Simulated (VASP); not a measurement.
Input of a VASP 6.6.1 run:

File INCAR:

```
ALGO = Normal ; EDIFF = 1E-6
ENCUT = 520 ; GGA = CA
ISIF = 2 ; ISMEAR = 0
LASPH = True ; LCHARG = False
LREAL = False ; LWAVE = False
NBANDS = 13 ; NELM = 80
PREC = Accurate ; SIGMA = 0.3
```

KPOINTS

```
k-points
0
Gamma
  14 14 14
```

File POSCAR:

```
Mo
1.0
   -1.5565618036      1.5565618036      1.5565618036
    1.5565618036     -1.5565618036      1.5565618036
    1.5565618036      1.5565618036     -1.5565618036
Mo
1
Direct
    0.0000000000      0.0000000000      0.0000000000
```

Potentials or basis: VASP PAW LDA potentials, release 64 (Mo_sv).

Run with:

```bash
$ cat potpaw_LDA.64/Mo_sv/POTCAR > POTCAR
$ mpirun -np 1 vasp_std > vasp.out
```

Q: Estimate the pressure.

A: 1.2 GPa.

Q: What does it give for the band gap on the k mesh?

A: Zero (band 7 reaches 17.26 eV, above the bottom of band 8 at 11.60 eV).
